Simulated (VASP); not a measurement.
# TaN: single point with r2SCAN

The system is TaN.

```xyz
2
Lattice="2.9956 0.0000 0.0000 -1.4978 2.5943 0.0000 0.0000 0.0000 2.9395" Properties=species:S:1:pos:R:3 pbc="T T T"
Ta    0.0000    1.7295    1.4698
N     0.0000    0.0000    0.0000
```

- Program: VASP 6.6.1
- Task: single point
- Functional: r2SCAN
- Potentials or basis: VASP PAW PBE potentials, release 64 (Ta_pv, N)
- Cutoff: 520 eV
- k mesh: 11 × 11 × 10
- Occupations: fermi-dirac, width 0.1 eV
- Spin: no spin polarisation
- Dipole correction: no
- Further INCAR settings: ALGO = Normal; EDIFF = 1e-06; NBANDS = 15

```yaml
Pressure: -17.4 GPa
Band_gap_on_the_k_mesh: zero (band 8 reaches 7.99 eV, above the bottom of band 9 at 7.55 eV)
```

Stress tensor (GPa, compression positive):
```
-17.00   0.00   0.00
  0.00 -17.00   0.00
  0.00   0.00 -18.32
```

Levels at points of the mesh, in eV from the Fermi level:
```
           k point  band 5  band 6  band 7  band 8  band 9  band 10  band 11  band 12
(0.00, 0.00, 0.00)   -4.59   -4.59   -4.16   -3.08    2.02     3.46     3.46     3.88
(0.00, 0.00, 0.50)   -9.37   -3.78   -3.78   -0.09   -0.09     2.19     3.42     3.42
```

Run time: 2.3 min on 1 thread of AMD EPYC 7R43 64-Core Processor (Zen 3) (shared host), peak memory 0.13 GiB.

Caveat: the PAW data sets were made with another functional, which shifts forces and pressure a little; spin-orbit coupling is left out, which moves the levels of the heavy elements.
